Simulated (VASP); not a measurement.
Crystal: Sb.

```xyz
7
Lattice="5.5600 0.0000 0.0000 0.0000 5.5600 0.0000 0.0000 0.0000 5.5600" Properties=species:S:1:pos:R:3 pbc="T T T"
Sb    2.7800    2.7800    0.0000
Sb    0.0000    2.7800    2.7800
Sb    2.7800    0.0000    2.7800
Sb    2.7800    2.7800    2.7800
Sb    2.7800    0.0000    0.0000
Sb    0.0000    2.7800    0.0000
Sb    0.0000    0.0000    2.7800
```

| Property | Result |
| --- | --- |
| Program | VASP 6.6.1 |
| Task | relaxation of cell and atoms |
| Functional | PBE |
| Potentials or basis | VASP PAW PBE potentials, release 64 (Sb) |
| Cutoff | 600 eV |
| k mesh | 4 × 4 × 4 |
| Occupations | gaussian, width 0.1 eV |
| Spin | no spin polarisation |

At the start: pressure 26.7 GPa; volume 24.55 Å³/atom.

Question: Where does the relaxation end?

Answer: Over 4 steps the energy falls by 504.6 meV/atom and the volume is 32.48 Å³/atom (+32.3 %); space group Pm-3m (No. 221, to 0.05 Å).

The path:
```csv
step,energy change (eV),largest force (eV/Å),pressure (GPa),volume (Å³)
1,0.0000,0.0000,26.70,171.88
2,-1.6621,0.0000,-6.86,295.07
3,-3.5311,0.0000,-0.28,228.58
4,-3.5323,0.0000,-0.02,227.34
```

Final structure:
```xyz
7
Lattice="6.1032 0.0000 0.0000 0.0000 6.1032 0.0000 0.0000 0.0000 6.1032" Properties=species:S:1:pos:R:3 pbc="T T T"
Sb    3.0516    3.0516    0.0000
Sb    0.0000    3.0516    3.0516
Sb    3.0516    0.0000    3.0516
Sb    3.0516    3.0516    3.0516
Sb    3.0516    0.0000    0.0000
Sb    0.0000    3.0516    0.0000
Sb    0.0000    0.0000    3.0516
```

Caveat: the volume moved by over 15 % at a fixed basis, so the end points are rough.
